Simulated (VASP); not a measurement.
The system is VCr.

```
V Cr
1.0
     1.45751   -2.09560    0.00000
     1.45751    2.09560    0.00000
     0.00000    0.00000    4.05299
V Cr
1 1
Cartesian
  1.4575 0.0000 2.0265
  0.0000 0.0000 0.0000
```

```yaml
Program: VASP 6.6.1
Task: relaxation of cell and atoms
Functional: PBEsol
Potentials_or_basis: VASP PAW PBE potentials, release 64 (V_sv, Cr_pv)
Cutoff: 600 eV
k_mesh: 18 × 18 × 10
Occupations: gaussian, width 0.1 eV
Spin: no spin polarisation
```

At the start: pressure -8.2 GPa; volume 12.38 Å³/atom.

**Question.** How do energy, volume and symmetry change on relaxing?

**Answer.** Over 10 steps the energy falls by 12.4 meV/atom and the volume is 11.92 Å³/atom (-3.7 %); space group Cmmm (No. 65, to 0.1 Å) before and after.

Step by step:
```
step  energy change (eV)  largest force (eV/Å)  pressure (GPa)  volume (Å³)
   1              0.0000                0.0000           -8.21        24.76
   2              0.0315                0.0000           14.74        22.56
   3             -0.0247                0.0000           -0.03        23.85
   4             -0.0247                0.0000            0.15        23.83
   5             -0.0247                0.0000           -0.11        23.87
   6             -0.0247                0.0000           -0.08        23.85
   7             -0.0247                0.0000           -0.13        23.85
   8             -0.0247                0.0000           -0.07        23.84
   9             -0.0247                0.0000           -0.01        23.84
  10             -0.0247                0.0000            0.03        23.83
```

Final structure:
```
V Cr
1.0
     1.43938   -2.06913    0.00000
     1.43938    2.06913    0.00000
     0.00000    0.00000    4.00146
V Cr
1 1
Direct
  0.50000 0.50000 0.50000
  0.00000 0.00000 0.00000
```

Caveat: the PAW data sets were made with another functional, which shifts forces and pressure a little; the run has no spin polarisation, though such a crystal can be magnetic.
